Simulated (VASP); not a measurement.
Set up this calculation in VASP 6.6.1, as the native input.

```yaml
Task: electric field gradients
Functional: PBE
Potentials_or_basis: VASP PAW PBE potentials, release 64 (Re)
Cutoff: 520 eV
k_mesh: 14 × 14 × 14
Occupations: fermi-dirac, width 0.03 eV
Spin: no spin polarisation
Dipole_correction: no
Further_INCAR_settings: ALGO = Normal; EDIFF = 1e-08; NBANDS = 10
```

The structure of Re lies in POSCAR:

```
Re
1.0
   -0.0395000000      1.9552500000      1.9552500000
    1.9552500000     -0.0395000000      1.9552500000
    1.9552500000      1.9552500000     -0.0395000000
Re
1
Direct
    0.0000000000      0.0000000000      0.0000000000
```

This cell differs from its parent crystal: equal xy, yz and zx shear strains of -2 %.

These files were run (other wordings do the same):

INCAR

```
SYSTEM = Re
PREC = Accurate
ENCUT = 520
EDIFF = 1E-8
ISMEAR = -1
SIGMA = 0.03
LREAL = .FALSE.
LASPH = .TRUE.
NELM = 60
ALGO = Normal
ISIF = 2
LWAVE = .FALSE.
LCHARG = .FALSE.
GGA = PE
LEFG = .TRUE.
NBANDS = 10
```

KPOINTS

```
Automatic mesh
0
G
  14 14 14
  0 0 0
```

Potentials or basis: VASP PAW PBE potentials, release 64 (Re).

Run with:

```sh
$ cat potpaw_PBE.64/Re/POTCAR > POTCAR
$ mpirun -np 1 vasp_std > vasp.out
```

It gave:

- Pressure: -9.4 GPa
- Band gap on the k mesh: zero (an odd number of electrons rules out a gap without spin polarisation)
- Largest electric field gradient by atom: Re -65.4 V/Å²

Caveat: the cell differs from its parent crystal (equal xy, yz and zx shear strains of -2 %); the cell stands under tension; without QUAD_EFG the Cq values of the log hold for a quadrupole moment of 1 mb, not for the nuclei; spin-orbit coupling is left out, which moves the levels of the heavy elements.

Run time: 39 s on 1 thread of Intel(R) Xeon(R) Platinum 8488C (Sapphire Rapids), with other jobs on the host, peak memory 0.18 GiB.
